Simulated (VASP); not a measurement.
Runs of VASP 6.6.1 on TiAl. The structure is that of space group P4/mmm (No. 123), or close to it. The cells are those of the table. 

```tsv
cell	gap on the mesh (eV)	pressure (GPa)
a = 2.810, b = 2.810, c = 3.944 Å, 2 atoms	none	4.1
a = 2.726, b = 2.726, c = 4.180 Å, 2 atoms	none	(c)
a = 2.810, b = 2.810, c = 4.066 Å, 2 atoms	none	0.2
a = 2.768, b = 2.768, c = 4.102 Å, 2 atoms	none	(b)
a = 2.810, b = 2.810, c = 3.883 Å, 2 atoms	none	6.2
a = 2.810, b = 2.810, c = 4.005 Å, 2 atoms	none	(a)
a = 2.810, b = 2.810, c = 4.127 Å, 2 atoms	none	-1.6
a = 2.768, b = 2.768, c = 4.124 Å, 2 atoms	none	2.2
```

Alike in all rows: task single point; level r2SCAN; potentials or basis VASP PAW PBE potentials, release 64 (Ti_sv, Al); no spin polarisation; k mesh 18 × 18 × 14; cutoff (eV) 520; smearing gaussian 0.1 eV.

**Question.** Fill in the values left out.

**Answer.** (a) 2.1; (b) 2.9; (c) 4.5.

Caveats: the PAW data sets were made with another functional, which shifts forces and pressure a little; the cell stands under pressure (at least some runs); the stress differs along the axes, from 0 to 7 GPa (at least some runs).

A gap of «none» marks levels without a gap at the run's occupations.
